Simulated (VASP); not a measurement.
**Lu: single point with PBE**

Crystal: Lu.

```
CELL_PARAMETERS angstrom
3.32824 0.00000 0.00000
-1.66412 2.88234 0.00000
0.00000 0.00000 10.66798
ATOMIC_POSITIONS crystal
Lu 0.00000 0.00000 0.00000
Lu 0.00000 0.00000 0.50000
Lu 0.33333 0.66667 0.25000
Lu 0.66667 0.33333 0.75000
```

This cell differs from its parent crystal: volume scaled by 0.88.

```json
{"Program": "VASP 6.6.1", "Task": "single point", "Functional": "PBE", "Potentials or basis": "VASP PAW PBE potentials, release 64 (Lu)", "Cutoff": "520 eV", "k mesh": "14 × 14 × 4", "Occupations": "fermi-dirac, width 0.1 eV", "Spin": "no spin polarisation", "Dipole correction": "no", "Further INCAR settings": "ALGO = Normal; EDIFF = 1e-06; NBANDS = 58"}
```

- Pressure: 6.9 GPa
- Band gap on the k mesh: zero (band 50 reaches 3.84 eV, above the bottom of band 51 at 2.30 eV)

Stress tensor (GPa, compression positive):
```
6.81 0.00 0.00
0.00 6.81 0.00
0.00 0.00 7.20
```

Levels at points of the mesh, in eV from the Fermi level:
```csv
k point,band 48,band 49,band 50,band 51,band 52,band 53
"(0.00, 0.00, 0.00)",-2.73,0.89,1.06,1.12,2.10,2.10
"(0.50, 0.00, 0.00)",-1.73,-0.71,-0.58,-0.39,0.51,1.01
"(0.00, 0.00, 0.50)",-3.21,0.70,0.70,2.02,2.02,2.27
"(0.50, 0.00, 0.50)",-2.03,-0.81,-0.81,0.28,0.28,1.64
```

Wall time 15 min on 1 thread of Intel Xeon 8259CL (shared host), peak memory 0.46 GiB.

Caveat: spin-orbit coupling is left out, which moves the levels of the heavy elements.
